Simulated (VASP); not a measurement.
Input of a VASP 6.6.1 run:

Contents of POSCAR:

```
InCo2Cl6
1.0
    0.0000000000      5.0867430000      5.0867430000
    5.0867430000      0.0000000000      5.0867430000
    5.0867430000      5.0867430000      0.0000000000
Co In Cl
2 1 6
Direct
    0.2500000000      0.2500000000      0.2500000000
    0.7500000000      0.7500000000      0.7500000000
    0.5000000000      0.5000000000      0.5000000000
    0.2894000000      0.7106000000      0.2894000000
    0.2894000000      0.7106000000      0.7106000000
    0.7106000000      0.2894000000      0.7106000000
    0.7106000000      0.2894000000      0.2894000000
    0.2894000000      0.2894000000      0.7106000000
    0.7106000000      0.7106000000      0.2894000000
```

Contents of INCAR.step1:

```
ALGO     = Normal         # electronic algorithm
EDIFF    = 1E-4           # SCF threshold, eV
ENCUT    = 520            # plane-wave cutoff, eV
GGA      = PE             # functional
ISMEAR   = -1             # smearing method
LASPH    = T              # aspherical terms in the spheres
LCHARG   = F              # write CHGCAR
LREAL    = F              # projectors in reciprocal space
LWAVE    = T              # write WAVECAR
NBANDS   = 46             # bands
NELM     = 100            # most SCF steps
PREC     = Accurate       # precision mode
SIGMA    = 0.1            # smearing width, eV
```

File INCAR.step2:

```
ALGO     = Normal         # electronic algorithm
EDIFF    = 1E-7           # SCF threshold, eV
ENCUT    = 520            # plane-wave cutoff, eV
ISIF     = 2              # what is computed and relaxed
ISMEAR   = -1             # smearing method
ISTART   = 1            
LASPH    = T              # aspherical terms in the spheres
LCHARG   = T              # write CHGCAR
LELF     = T              # ELF
LMIXTAU  = T            
LREAL    = F              # projectors in reciprocal space
LVHAR    = T            
LWAVE    = F              # write WAVECAR
METAGGA  = R2SCAN         # meta-GGA
NBANDS   = 46             # bands
NELM     = 100            # most SCF steps
PREC     = Accurate       # precision mode
SIGMA    = 0.1            # smearing width, eV
```

File KPOINTS:

```
k-points
0
Gamma
  3 3 3
```

Potentials or basis: VASP PAW PBE potentials, release 64 (Co, In_d, Cl).

The run is started by

```bash
$ cat potpaw_PBE.64/Co/POTCAR potpaw_PBE.64/In_d/POTCAR potpaw_PBE.64/Cl/POTCAR > POTCAR
$ cp INCAR.step1 INCAR
$ mpirun -np 1 vasp_std > vasp.out
$ cp INCAR.step2 INCAR
$ mpirun -np 1 vasp_std > vasp.out
```

What does it give for the band gap on the k mesh?

Zero (an odd number of electrons rules out a gap without spin polarisation).

What does it give for the pressure?

15.3 GPa.

Predict the largest force.

7.933 eV/Å.

Forces in eV/Å, atoms in the order of the input:
```
Co   0.000  0.000  0.000
Co   0.000  0.000  0.000
In   0.000  0.000  0.000
Cl   0.000 -7.933  0.000
Cl   7.933  0.000  0.000
Cl   0.000  7.933  0.000
Cl  -7.933  0.000  0.000
Cl   0.000  0.000 -7.933
Cl   0.000  0.000  7.933
```

Caveat: the cell stands under pressure; the PAW data sets were made with another functional, which shifts forces and pressure a little; spin-orbit coupling is left out, which moves the levels of the heavy elements; an odd number of electrons without spin polarisation forces a metal; a magnetic or distorted state may lie lower; the run has no spin polarisation, though such a crystal can be magnetic; semilocal functionals often make such compounds metallic where correlation or magnetic order opens a gap, which also shifts bond lengths. With open d or f shells a metallic result of r2SCAN can be an artefact of self-interaction; +U or a hybrid may open a gap.
